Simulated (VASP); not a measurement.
# SiC3 (P1) in VASP: further runs

SiC3 is run at these levels: PBE; tasks: single point.

Everything below comes from runs of VASP 6.6.1. Logs are shortened: lines on timing, memory, paths and dates and some standing lists are left out, and cuts for length are marked.

## (1) The cell of the first run

The typed cell holds 8 atoms: a = 2.738 Å, b = 4.365 Å, c = 9.691 Å, α = 90.34°, β = 91.13°, γ = 90.00°.

## (2) Single point, PBE

INCAR

```
SYSTEM = SiC3
ALGO = Normal
EDIFF = 1E-6
ENCUT = 520
GGA = PE
ISIF = 2
ISMEAR = 0
LASPH = .TRUE.
LCHARG = .TRUE.
LELF = .TRUE.
LREAL = .FALSE.
LVHAR = .TRUE.
LWAVE = .FALSE.
NBANDS = 26
NELM = 80
PREC = Accurate
SIGMA = 0.1
```

KPOINTS

```
k-points
0
G
  6 4 2
  0 0 0
```

POSCAR

```
SiC3
1.0
    2.7381337833      0.0000000000      0.0000000000
   -0.0000705128      4.3646748178      0.0000000000
   -0.1917590937     -0.0580979788      9.6888044677
Si C
2 6
Direct
    0.9941398367      0.3551111519      0.5285071342
    0.4902327339      0.8543549304      0.4723431470
    0.5078021841      0.1618866390      0.9996561459
    0.0078092549      0.6618675476      0.9994976629
    0.4985568987      0.1572843911      0.5915440242
    0.9858211132      0.6548586080      0.4092942449
    0.0078263052      0.3273107798      0.9996512404
    0.5078116734      0.8273259524      0.9995064005
```

Potentials or basis: VASP PAW PBE potentials, release 64 (Si, C).

Launch:

```bash
cat potpaw_PBE.64/Si/POTCAR potpaw_PBE.64/C/POTCAR > POTCAR
mpirun -np 1 vasp_std > vasp.out
```

OUTCAR:

```text
SYSTEM = SiC3
   EDIFF = 1E-6
   ENCUT = 520
   GGA = PE
   ISIF = 2
   ISMEAR = 0
   LASPH = .TRUE.
   LREAL = .FALSE.
   NELM = 80
   PREC = Accurate

 ion  position               nearest neighbor table
   1  0.994  0.355  0.529-   5 1.73   5 1.73   6 1.75   2 2.63   2 2.63   2 2.63   2 2.63
   2  0.490  0.854  0.472-   6 1.73   6 1.73   5 1.75   1 2.63   1 2.63   1 2.63   1 2.63
   3  0.508  0.162  1.000-   8 1.46   7 1.55   7 1.55
   4  0.008  0.662  0.999-   7 1.46   8 1.55   8 1.55
   5  0.499  0.157  0.592-   1 1.73   1 1.73   2 1.75
   6  0.986  0.655  0.409-   2 1.73   2 1.73   1 1.75
   7  0.008  0.327  1.000-   4 1.46   3 1.55   3 1.55
   8  0.508  0.827  1.000-   3 1.46   4 1.55   4 1.55

  LATTYP: Found a triclinic cell.
 ALAT       =    10.0180003717
 B/A-ratio  =     0.2733213897
 C/A-ratio  =     0.4356832358
 COS(alpha) =     0.0000161553
 COS(beta)  =     0.0058034652
 COS(gamma) =     0.2541799356

  Lattice vectors:

 A1 = (  -2.5463746896,   0.0580979788,  -9.6888044677)
 A2 = (  -2.7381337833,   0.0000000000,   0.0000000000)
 A3 = (  -0.0000705128,   4.3646748178,   0.0000000000)

Analysis of symmetry for initial positions (statically):
=====================================================================
 Subroutine PRICEL returns:
 Original cell was already a primitive cell.

 Routine SETGRP: Setting up the symmetry group for a
 triclinic supercell.

 Subroutine GETGRP returns: Found  1 space group operations
 (whereof  1 operations were pure point group operations)
 out of a pool of  2 trial point group operations.

The static configuration has the point symmetry C_1 .

Analysis of symmetry for dynamics (positions and initial velocities):
=====================================================================
 Subroutine PRICEL returns:
 Original cell was already a primitive cell.

 Routine SETGRP: Setting up the symmetry group for a
 triclinic supercell.

 Subroutine GETGRP returns: Found  1 space group operations
 (whereof  1 operations were pure point group operations)
 out of a pool of  2 trial point group operations.

The dynamic configuration has the point symmetry C_1 .

 Subroutine INISYM returns: Found  1 space group operations
 (whereof  1 operations are pure point group operations),
 and found     1 'primitive' translations

----------------------------------------------------------------------------------------

                                     Primitive cell

  volume of cell :     115.7915

  direct lattice vectors                    reciprocal lattice vectors
     2.738133783  0.000000000  0.000000000     0.365212250  0.000005900  0.007228251
    -0.000070513  4.364674818  0.000000000     0.000000000  0.229112143  0.001373849
    -0.191759094 -0.058097979  9.688804468     0.000000000  0.000000000  0.103211908

  length of vectors
     2.738133783  4.364674818  9.690876067     0.365283774  0.229116262  0.103211908

  position of ions in fractional coordinates (direct lattice)
     0.994139837  0.355111152  0.528507134
     0.490232734  0.854354930  0.472343147
     0.507802184  0.161886639  0.999656146
     0.007809255  0.661867548  0.999497663
     0.498556899  0.157284391  0.591544024
     0.985821113  0.654858608  0.409294245
     0.007826305  0.327310780  0.999651240
     0.507811673  0.827325952  0.999506401

  ion indices of the primitive-cell ions
   primitive index   ion index
                 1           1
                 2           2
                 3           3
                 4           4
                 5           5
                 6           6
                 7           7
                 8           8

----------------------------------------------------------------------------------------

 KPOINTS: k-points

Automatic generation of k-mesh.
 Grid dimensions read from file:
 generate k-points for:    6    4    2

 Generating k-lattice:

  Cartesian coordinates                     Fractional coordinates (reciprocal lattice)
     0.060868708  0.000000983  0.001204709     0.166666667  0.000000000 -0.000000000
     0.000000000  0.057278036  0.000343462     0.000000000  0.250000000  0.000000000
     0.000000000  0.000000000  0.051605954     0.000000000  0.000000000  0.500000000

  Length of vectors
     0.060880629  0.057279065  0.051605954

  Shift w.r.t. Gamma in fractional coordinates (k-lattice)
     0.000000000  0.000000000  0.000000000

 Subroutine IBZKPT returns following result:
 ===========================================

 Found     28 irreducible k-points:

 Following reciprocal coordinates:
            Coordinates               Weight
  0.000000  0.000000  0.000000      1.000000
  0.166667  0.000000  0.000000      2.000000
  0.333333  0.000000  0.000000      2.000000
  0.500000 -0.000000  0.000000      1.000000
  0.000000  0.250000  0.000000      2.000000
  0.166667  0.250000 -0.000000      2.000000
[... 16 lines left out ...]
 -0.333333  0.250000  0.500000      2.000000
 -0.166667  0.250000  0.500000      2.000000
 [... further k-points ...]
   k-points           NKPTS =     28   k-points in BZ     NKDIM =     28   number of bands    NBANDS=     26
   number of dos      NEDOS =    301   number of ions     NIONS =      8
   total plane-waves  NPLWV =  46080
   dimension x,y,z NGX =    20 NGY =   32 NGZ =   72
   dimension x,y,z NGXF=    40 NGYF=   64 NGZF=  144
   ions per type =               2   6
   NGX,Y,Z   is equivalent  to a cutoff of  12.14, 12.19, 12.35 a.u.
   NGXF,Y,Z  is equivalent  to a cutoff of  24.29, 24.38, 24.70 a.u.
 SYSTEM =  SiC3
   PREC   = accura    normal or accurate (medium, high low for compatibility)
   ISTART =      0    job   : 0-new  1-cont  2-samecut
   ICHARG =      2    charge: 1-file 2-atom 10-const
   ISPIN  =      1    spin polarized calculation?
   LNONCOLLINEAR =      F non collinear calculations
   LSORBIT =      F    spin-orbit coupling
   LASPH  =      T    aspherical Exc in radial PAW
   ENCUT  =  520.0 eV  38.22 Ry    6.18 a.u.   5.09  8.12 18.02*2*pi/ulx,y,z
   NELM   =     80;   NELMIN=  2; NELMDL= -5     # of ELM steps
   EDIFF  = 0.1E-05   stopping-criterion for ELM
   LREAL  =      F    real-space projection
   EDIFFG = 0.1E-04   stopping-criterion for IOM
   NSW    =      0    number of steps for IOM
   IBRION =     -1    ionic relax: 0-MD 1-quasi-New 2-CG
   NFREE  =      0    steps in history (QN), initial steepest desc. (CG)
   ISIF   =      2    stress and relaxation
   ISYM   =      2    0-nonsym 1-usesym 2-fastsym
   POTIM  = 0.5000    time-step for ionic-motion
   TEBEG  =    0.0;   TEEND  =   0.0 temperature during run
   PSTRESS=    0.0 pullay stress
   NELECT =      32.0000    total number of electrons
   NUPDOWN=      -1.0000    fix difference up-down
   EMIN   =  10.00;   EMAX   =-10.00  energy-range for DOS
   EFERMI =   0.00;   METHOD = LEGACY
   ISMEAR =     0;   SIGMA  =   0.10  broadening in eV -4-tet -1-fermi 0-gaus
   EFERMI_NEDOS =   21; number of points for ismear=-14 and -15
   IALGO  =     38    algorithm
   IMIX   =      4    mixing-type and parameters
     AMIX     =   0.40;   BMIX     =  1.00
     AMIX_MAG =   1.60;   BMIX_MAG =  1.00
  volume/ion in A,a.u.               =      14.47        97.67
  Fermi-wavevector in a.u.,A,eV,Ry     =   1.066349  2.015107 15.471178  1.137100
  Thomas-Fermi vector in A             =   2.201930
   LORBIT       =      0    0 simple, 1 ext, 2 COOP (PROOUT), +10 PAW based schemes
   GGA     = PE    functional components
   LHFCALC =     F    Hartree Fock is set to
   AEXX    =    0.0000 exact exchange contribution
   IVDW    =     0    specifies the selected vdW correction
   LEPSILON=     F    determine dielectric tensor
   LRPA    =     F    only Hartree local field effects (RPA)
 non-spin polarized calculation
 Gauss-broadening in eV      SIGMA  =   0.10
  energy-cutoff  :      520.00
  volume of cell :      115.79
 maximum number of plane-waves:      3154
   NGX = 11   NGY = 17   NGZ = 37

 number of electron      32.0000002 magnetization

 Free energy of the ion-electron system (eV)
  ---------------------------------------------------
  ext. energy  EPLUGINS =         0.00000000
  ---------------------------------------------------
  free energy    TOTEN  =       -60.83274061 eV

  energy without entropy =      -60.83274061  energy(sigma->0) =      -60.83274061

 E-fermi :   3.1352     XC(G=0):  -8.4320

 val. band max:        2.6852732548   @ k =   0.3333   0.0000   0.0000
 cond. band min:       3.5858051646   @ k =   0.3333   0.0000   0.5000
 fundamental gap:      0.9005319098
 Fermi energy:         3.1352028194

 k-point     1 :       0.0000    0.0000    0.0000
  band No.  band energies     occupation
      1     -14.9385      2.00000
      2     -13.4751      2.00000
      3      -9.7682      2.00000
      4      -9.7052      2.00000
      5      -9.1472      2.00000
      6      -5.3232      2.00000
[... 18 lines left out ...]
     25       9.6985      0.00000
     26      10.6394      0.00000

 k-point     2 :       0.1667    0.0000    0.0000
  band No.  band energies     occupation
      1     -14.5392      2.00000
      2     -13.0155      2.00000
      3      -9.4460      2.00000
      4      -9.3426      2.00000
      5      -8.9877      2.00000
      6      -4.8870      2.00000
[... 18 lines left out ...]
     25      10.3605      0.00000
     26      11.1644      0.00000

 k-point     3 :       0.3333    0.0000    0.0000
  band No.  band energies     occupation
      1     -13.3629      2.00000
      2     -11.6856      2.00000
      3      -9.4883      2.00000
      4      -8.8263      2.00000
      5      -8.2602      2.00000
      6      -6.1063      2.00000
[... 572 lines left out ...]
 k-point    23 :      -0.3333    0.2500    0.5000
  band No.  band energies     occupation
      1     -13.0204      2.00000
      2     -11.3474      2.00000
      3     -10.5233      2.00000
      4      -9.3204      2.00000
      5      -8.0847      2.00000
      6      -5.5374      2.00000
[... 18 lines left out ...]
     25      10.4865      0.00000
     26      10.7236      0.00000

 k-point    24 :      -0.1667    0.2500    0.5000
  band No.  band energies     occupation
      1     -14.1845      2.00000
      2     -12.6487      2.00000
      3     -11.4281      2.00000
      4     -10.2273      2.00000
      5      -6.6542      2.00000
      6      -4.6623      2.00000
[... 18 lines left out ...]
     25      10.3930      0.00000
     26      10.8955      0.00000

 [... further k-points ...]

------------------------ aborting loop because EDIFF is reached ----------------------------------------

  FORCE on cell =-STRESS in cart. coord.  units (eV):
  Direction    XX          YY          ZZ          XY          YZ          ZX
  --------------------------------------------------------------------------------------
  -------------------------------------------------------------------------------------
  Total        0.9230750     -0.6806982     -0.0023013      0.0025545     -0.0001651     -0.0000917
  in kB       12.7723510     -9.4186451     -0.0318421      0.0353460     -0.0022838     -0.0012694
  external PRESSURE =       1.1072879 kB  Pullay stress =       0.0000000 kB

 VOLUME and BASIS-vectors are now :
 -----------------------------------------------------------------------------
  energy-cutoff  :      520.00
  volume of cell :      115.79
      direct lattice vectors                 reciprocal lattice vectors
     2.738133783  0.000000000  0.000000000     0.365212250  0.000005900  0.007228251
    -0.000070513  4.364674818  0.000000000     0.000000000  0.229112143  0.001373849
    -0.191759094 -0.058097979  9.688804468     0.000000000  0.000000000  0.103211908

 POSITION                                       TOTAL-FORCE (eV/Angst)
 -----------------------------------------------------------------------------------
      2.62072      1.51924      5.12060         0.000863     -0.004111     -0.006702
      1.25169      3.70154      4.57644         0.000631     -0.004321      0.005362
      1.19873      0.64850      9.68547         0.001541     -0.358642      0.000594
     -0.17033      2.83077      9.68394         0.000596     -0.356493      0.000064
      1.25167      0.65213      5.73135        -0.000386      0.005732     -0.021270
      2.62078      2.83447      3.96557        -0.000965      0.005550      0.021968
     -0.17029      1.37053      9.68543        -0.001303      0.357568     -0.005451
      1.19873      3.55294      9.68402        -0.000977      0.354717      0.005433
 -----------------------------------------------------------------------------------
    total drift:                               -0.000421      0.000382      0.000137

  FREE ENERGIE OF THE ION-ELECTRON SYSTEM (eV)
  ---------------------------------------------------
  free  energy   TOTEN  =       -60.8327406120 eV

  energy  without entropy=      -60.8327406120  energy(sigma->0) =      -60.83274061
```

It took 46 s on 1 thread of Intel Xeon 6975P-C (Granite Rapids), shared host; peak memory 0.23 GiB.

What came out:

| Quantity | Value |
| --- | --- |
| Free energy | -60.8327 eV |
| Pressure | 0.1 GPa |
| Largest force | 0.359 eV/Å |
| Band gap on the k mesh | 0.90 eV, indirect (least direct gap 0.91 eV) |

Forces on the atoms (eV/Å):
```
Si   0.001 -0.004 -0.007
Si   0.001 -0.004  0.005
C    0.002 -0.359  0.001
C    0.001 -0.356  0.000
C    0.000  0.006 -0.021
C   -0.001  0.006  0.022
C   -0.001  0.358 -0.005
C   -0.001  0.355  0.005
```

A k mesh can miss the band edges.

(Part 1 of 2 ends here.)
